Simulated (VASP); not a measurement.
BaTiO3, 5 atoms in the cell. It takes space group R3m (No. 160, trigonal). Conventional cell: a = 5.655 Å, b = 5.655 Å, c = 6.953 Å, α = 90.00°, β = 90.00°, γ = 120.00°. Ba (site symmetry 3m) has 12 O at 2.79 to 2.88 Å and 8 Ti at 3.38 to 3.57 Å within 3.7 Å. Ti (site symmetry 3m) has 6 O at 1.88 to 2.14 Å within 2.5 Å. Within 2.5 Å of O (site symmetry m) lie 2 Ti at 1.88 to 2.14 Å. 

```yaml
Program: VASP 6.6.1
Task: single point
Functional: r2SCAN
Potentials_or_basis: VASP PAW PBE potentials, release 64 (Ba_sv, Ti_sv, O)
Cutoff: 520 eV
k_mesh: 6 × 6 × 6
Occupations: methfessel-paxton, width 0.29 eV
Spin: no spin polarisation
Dipole_correction: no
Further_INCAR_settings: ALGO = Normal; EDIFF = 1e-07; NBANDS = 28
```

Potentials or basis: VASP PAW PBE potentials, release 64 (Ba_sv, Ti_sv, O).

Run with:

```bash
$ cat potpaw_PBE.64/Ba_sv/POTCAR potpaw_PBE.64/Ti_sv/POTCAR potpaw_PBE.64/O/POTCAR > POTCAR
$ cp INCAR.step1 INCAR
$ mpirun -np 1 vasp_std > vasp.out
$ cp INCAR.step2 INCAR
$ mpirun -np 1 vasp_std > vasp.out
```

Hardware: 1 thread of Intel(R) Xeon(R) Platinum 8259CL CPU @ 2.50GHz (Skylake/Cascade Lake), with other jobs on the host.

Q: Estimate the wall time of this run.

A: Wall time 2.9 min on 1 thread of Intel(R) Xeon(R) Platinum 8259CL CPU @ 2.50GHz (Skylake/Cascade Lake) (shared host), peak memory 0.2 GiB. Counts: k points 32.
